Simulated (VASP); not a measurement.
# Ge (Fd-3m) in VASP: single point with PBEsol

Aim: the single point of Ge with PBEsol.

All numbers are computed with VASP 6.6.1; they aren't measurements. Logs are shortened: lines on timing, memory, paths and dates and some standing lists are left out, and cuts for length are marked.

### 1 The cell of the first run

It takes space group Fd-3m (No. 227, cubic). Conventional cell: a = 5.676 Å, b = 5.676 Å, c = 5.676 Å, α = 90.00°, β = 90.00°, γ = 90.00°. Within 3.2 Å of Ge (site symmetry -43m) lie 4 Ge at 2.46 Å.

### 2 Single point, PBEsol

The input, POSCAR:

```
Ge
1.0
    0.0000000000      2.8378817596      2.8378817596
    2.8378817596      0.0000000000      2.8378817596
    2.8378817596      2.8378817596      0.0000000000
Ge
2
Direct
    0.5000000000      0.5000000000      0.5000000000
    0.7500000000      0.7500000000      0.7500000000
```

The input, INCAR.step1:

```
SYSTEM = Ge
  ALGO = Normal
  EDIFF = 1E-6
  ENCUT = 520
  GGA = PS
  ISIF = 2
  ISMEAR = 0
  LASPH = .TRUE.
  LCHARG = .TRUE.
  LREAL = .FALSE.
  LWAVE = .FALSE.
  NBANDS = 21
  NELM = 100
  PREC = Accurate
  SIGMA = 0.05
```

The input, KPOINTS.step1:

```
k-points
0
G
  14 14 14
  0 0 0
```

The input, INCAR.step2:

```
SYSTEM = Ge
  ALGO = Normal
  EDIFF = 1E-6
  ENCUT = 520
  GGA = PS
  ICHARG = 11
  ISIF = 2
  ISMEAR = -5
  LASPH = .TRUE.
  LCHARG = .FALSE.
  LORBIT = 11
  LREAL = .FALSE.
  LWAVE = .FALSE.
  NBANDS = 21
  NEDOS = 1001
  NELM = 100
  PREC = Accurate
  SIGMA = 0.05
```

The input, KPOINTS.step2:

```
k-points
0
G
  21 21 21
  0 0 0
```

Potentials or basis: VASP PAW PBE potentials, release 64 (Ge_d).

Launch:

```
$ cat potpaw_PBE.64/Ge_d/POTCAR > POTCAR
$ cp INCAR.step1 INCAR
$ cp KPOINTS.step1 KPOINTS
$ mpirun -np 1 vasp_std > vasp.out
$ cp INCAR.step2 INCAR
$ cp KPOINTS.step2 KPOINTS
$ mpirun -np 1 vasp_std > vasp.out
```

OUTCAR:

```text
SYSTEM = Ge
   EDIFF = 1E-6
   ENCUT = 520
   GGA = PS
   ICHARG = 11
   ISIF = 2
   ISMEAR = -5
   LASPH = .TRUE.
   LORBIT = 11
   LREAL = .FALSE.
   NELM = 100
   PREC = Accurate

 ion  position               nearest neighbor table
   1  0.500  0.500  0.500-   2 2.46   2 2.46   2 2.46   2 2.46
   2  0.750  0.750  0.750-   1 2.46   1 2.46   1 2.46   1 2.46

  LATTYP: Found a face centered cubic cell.
 ALAT       =     5.6757635192

  Lattice vectors:

 A1 = (   0.0000000000,   2.8378817596,   2.8378817596)
 A2 = (   2.8378817596,   0.0000000000,   2.8378817596)
 A3 = (   2.8378817596,   2.8378817596,   0.0000000000)

Analysis of symmetry for initial positions (statically):
=====================================================================
 Subroutine PRICEL returns:
 Original cell was already a primitive cell.

 Routine SETGRP: Setting up the symmetry group for a
 face centered cubic supercell.

 Subroutine GETGRP returns: Found 48 space group operations
 (whereof 24 operations were pure point group operations)
 out of a pool of 48 trial point group operations.

The static configuration has the point symmetry T_d .
 The point group associated with its full space group is O_h .

Analysis of symmetry for dynamics (positions and initial velocities):
=====================================================================
 Subroutine PRICEL returns:
 Original cell was already a primitive cell.

 Routine SETGRP: Setting up the symmetry group for a
 face centered cubic supercell.

 Subroutine GETGRP returns: Found 48 space group operations
 (whereof 24 operations were pure point group operations)
 out of a pool of 48 trial point group operations.

The dynamic configuration has the point symmetry T_d .
 The point group associated with its full space group is O_h .

 Subroutine INISYM returns: Found 48 space group operations
 (whereof 24 operations are pure point group operations),
 and found     1 'primitive' translations

----------------------------------------------------------------------------------------

                                     Primitive cell

  volume of cell :      45.7102

  direct lattice vectors                    reciprocal lattice vectors
     0.000000000  2.837881760  2.837881760    -0.176187749  0.176187749  0.176187749
     2.837881760  0.000000000  2.837881760     0.176187749 -0.176187749  0.176187749
     2.837881760  2.837881760  0.000000000     0.176187749  0.176187749 -0.176187749

  length of vectors
     4.013370873  4.013370873  4.013370873     0.305166133  0.305166133  0.305166133

  position of ions in fractional coordinates (direct lattice)
     0.500000000  0.500000000  0.500000000
     0.750000000  0.750000000  0.750000000

  ion indices of the primitive-cell ions
   primitive index   ion index
                 1           1
                 2           2

----------------------------------------------------------------------------------------

 KPOINTS: k-points

Automatic generation of k-mesh.
 Grid dimensions read from file:
 generate k-points for:   21   21   21

 Generating k-lattice:

  Cartesian coordinates                     Fractional coordinates (reciprocal lattice)
    -0.008389893  0.008389893  0.008389893     0.047619048  0.000000000  0.000000000
     0.008389893 -0.008389893  0.008389893     0.000000000  0.047619048  0.000000000
     0.008389893  0.008389893 -0.008389893     0.000000000  0.000000000  0.047619048

  Length of vectors
     0.014531721  0.014531721  0.014531721

  Shift w.r.t. Gamma in fractional coordinates (k-lattice)
     0.000000000  0.000000000  0.000000000

 TETIRR: Found   1276 inequivalent tetrahedra from    55566

 Subroutine IBZKPT returns following result:
 ===========================================

 Found    286 irreducible k-points:

 Following reciprocal coordinates:
            Coordinates               Weight
  0.000000  0.000000  0.000000      1.000000
  0.047619  0.000000  0.000000      8.000000
  0.095238  0.000000  0.000000      8.000000
  0.142857  0.000000  0.000000      8.000000
  0.190476  0.000000  0.000000      8.000000
  0.238095  0.000000  0.000000      8.000000
[... 16 lines left out ...]
 -0.428571  0.047619  0.000000     24.000000
 -0.380952  0.047619  0.000000     24.000000
 [... further k-points ...]
   k-points           NKPTS =    286   k-points in BZ     NKDIM =    286   number of bands    NBANDS=     21
   number of dos      NEDOS =   1001   number of ions     NIONS =      2
   total plane-waves  NPLWV =  27000
   dimension x,y,z NGX =    30 NGY =   30 NGZ =   30
   dimension x,y,z NGXF=    60 NGYF=   60 NGZF=   60
   ions per type =               2
   NGX,Y,Z   is equivalent  to a cutoff of  12.43, 12.43, 12.43 a.u.
   NGXF,Y,Z  is equivalent  to a cutoff of  24.85, 24.85, 24.85 a.u.
 SYSTEM =  Ge
   PREC   = accura    normal or accurate (medium, high low for compatibility)
   ISTART =      0    job   : 0-new  1-cont  2-samecut
   ICHARG =     11    charge: 1-file 2-atom 10-const
   ISPIN  =      1    spin polarized calculation?
   LNONCOLLINEAR =      F non collinear calculations
   LSORBIT =      F    spin-orbit coupling
   LASPH  =      T    aspherical Exc in radial PAW
   ENCUT  =  520.0 eV  38.22 Ry    6.18 a.u.   7.46  7.46  7.46*2*pi/ulx,y,z
   NELM   =    100;   NELMIN=  2; NELMDL=  0     # of ELM steps
   EDIFF  = 0.1E-05   stopping-criterion for ELM
   LREAL  =      F    real-space projection
   EDIFFG = 0.1E-04   stopping-criterion for IOM
   NSW    =      0    number of steps for IOM
   IBRION =     -1    ionic relax: 0-MD 1-quasi-New 2-CG
   NFREE  =      0    steps in history (QN), initial steepest desc. (CG)
   ISIF   =      2    stress and relaxation
   ISYM   =      2    0-nonsym 1-usesym 2-fastsym
   POTIM  = 0.5000    time-step for ionic-motion
   TEBEG  =    0.0;   TEEND  =   0.0 temperature during run
   PSTRESS=    0.0 pullay stress
   NELECT =      28.0000    total number of electrons
   NUPDOWN=      -1.0000    fix difference up-down
   EMIN   =  10.00;   EMAX   =-10.00  energy-range for DOS
   EFERMI =   0.00;   METHOD = LEGACY
   ISMEAR =    -5;   SIGMA  =   0.05  broadening in eV -4-tet -1-fermi 0-gaus
   EFERMI_NEDOS =   21; number of points for ismear=-14 and -15
   IALGO  =     38    algorithm
   IMIX   =      4    mixing-type and parameters
     AMIX     =   0.40;   BMIX     =  1.00
     AMIX_MAG =   1.60;   BMIX_MAG =  1.00
  volume/ion in A,a.u.               =      22.86       154.23
  Fermi-wavevector in a.u.,A,eV,Ry     =   1.390347  2.627375 26.300944  1.933065
  Thomas-Fermi vector in A             =   2.514291
   LORBIT       =     11    0 simple, 1 ext, 2 COOP (PROOUT), +10 PAW based schemes
   GGA     = PS    functional components
   LHFCALC =     F    Hartree Fock is set to
   AEXX    =    0.0000 exact exchange contribution
   IVDW    =     0    specifies the selected vdW correction
   LEPSILON=     F    determine dielectric tensor
   LRPA    =     F    only Hartree local field effects (RPA)
 non-spin polarized calculation
 Fermi weights with tetrahedron method with Bloechl corrections
  energy-cutoff  :      520.00
  volume of cell :       45.71
 maximum number of plane-waves:      1249
 NGX is ok and might be reduce to    30

 number of electron      28.0000014 magnetization

 Free energy of the ion-electron system (eV)
  ---------------------------------------------------
  ext. energy  EPLUGINS =         0.00000000
  ---------------------------------------------------
  free energy    TOTEN  =        -9.88036317 eV

  energy without entropy =       -9.88036317  energy(sigma->0) =       -9.88036317

 E-fermi :   4.7664     XC(G=0): -10.0838

 val. band max:        4.7633641594   @ k =   0.0000   0.0000   0.0000
 cond. band min:       4.7633641594   @ k =   0.0000   0.0000   0.0000
 fundamental gap:      0.0000000000
 Fermi energy:         4.7664472123

 k-point     1 :       0.0000    0.0000    0.0000
  band No.  band energies     occupation
      1     -19.9811      2.00000
      2     -19.9811      2.00000
      3     -19.9811      2.00000
      4     -19.9446      2.00000
      5     -19.9446      2.00000
      6     -19.7382      2.00000
[... 13 lines left out ...]
     20      14.2242      0.00000
     21      14.2242      0.00000

 k-point     2 :       0.0476    0.0000    0.0000
  band No.  band energies     occupation
      1     -19.9826      2.00000
      2     -19.9826      2.00000
      3     -19.9807      2.00000
      4     -19.9426      2.00000
      5     -19.9426      2.00000
      6     -19.7409      2.00000
[... 13 lines left out ...]
     20      13.9554      0.00000
     21      13.9554      0.00000

 k-point     3 :       0.0952    0.0000    0.0000
  band No.  band energies     occupation
      1     -19.9862      2.00000
      2     -19.9862      2.00000
      3     -19.9796      2.00000
      4     -19.9375      2.00000
      5     -19.9375      2.00000
      6     -19.7462      2.00000
[... 13 lines left out ...]
     20      13.5254      0.00000
     21      13.5254      0.00000
[... 457 lines left out ...]
 k-point    23 :      -0.4286    0.0476    0.0000
  band No.  band energies     occupation
      1     -20.0066      2.00000
      2     -20.0060      2.00000
      3     -19.9612      2.00000
      4     -19.9043      2.00000
      5     -19.9011      2.00000
      6     -19.7750      2.00000
[... 13 lines left out ...]
     20      14.8246      0.00000
     21      15.7942      0.00000

 k-point    24 :      -0.3810    0.0476    0.0000
  band No.  band energies     occupation
      1     -20.0059      2.00000
      2     -20.0053      2.00000
      3     -19.9628      2.00000
      4     -19.9066      2.00000
      5     -19.9015      2.00000
      6     -19.7756      2.00000
[... 13 lines left out ...]
     20      14.0574      0.00000
     21      15.2539      0.00000

 [... further k-points ...]

------------------------ aborting loop because EDIFF is reached ----------------------------------------

  FORCE on cell =-STRESS in cart. coord.  units (eV):
  Direction    XX          YY          ZZ          XY          YZ          ZX
  --------------------------------------------------------------------------------------
  -------------------------------------------------------------------------------------
  Total       -0.0005785     -0.0005785     -0.0005785      0.0000000      0.0000000     -0.0000000
  in kB       -0.0202772     -0.0202772     -0.0202772      0.0000000      0.0000000     -0.0000000
  external PRESSURE =      -0.0202772 kB  Pullay stress =       0.0000000 kB

 VOLUME and BASIS-vectors are now :
 -----------------------------------------------------------------------------
  energy-cutoff  :      520.00
  volume of cell :       45.71
      direct lattice vectors                 reciprocal lattice vectors
     0.000000000  2.837881760  2.837881760    -0.176187749  0.176187749  0.176187749
     2.837881760  0.000000000  2.837881760     0.176187749 -0.176187749  0.176187749
     2.837881760  2.837881760  0.000000000     0.176187749  0.176187749 -0.176187749

 POSITION                                       TOTAL-FORCE (eV/Angst)
 -----------------------------------------------------------------------------------
      2.83788      2.83788      2.83788        -0.000000     -0.000000     -0.000000
      4.25682      4.25682      4.25682         0.000000      0.000000      0.000000
 -----------------------------------------------------------------------------------
    total drift:                                0.000000     -0.000000     -0.000000

  FREE ENERGIE OF THE ION-ELECTRON SYSTEM (eV)
  ---------------------------------------------------
  free  energy   TOTEN  =        -9.8803631736 eV

  energy  without entropy=       -9.8803631736  energy(sigma->0) =       -9.88036317

 total charge

# of ion       s       p       d       tot
------------------------------------------
    1        1.130   1.249  10.023  12.401
    2        1.130   1.249  10.023  12.401
--------------------------------------------------
tot          2.260   2.497  20.046  24.803
```

It took 3.4 min on 1 thread of AMD EPYC 7R43 (Zen 3), shared host; peak memory 0.29 GiB.

Results:

```
Valence electrons inside the program's atomic spheres : Ge 12.40
```

Levels at points of the mesh, in eV from the Fermi level:
```
           k point  band 11  band 12  band 13  band 14  band 15  band 16  band 17  band 18
(0.00, 0.00, 0.00)   -12.72    -0.09     0.00     0.00     0.00     2.54     2.54     2.54
```

Caveat: the PAW data sets were made with another functional, which shifts forces and pressure a little; tetrahedron occupations give inexact forces and stress in metals.
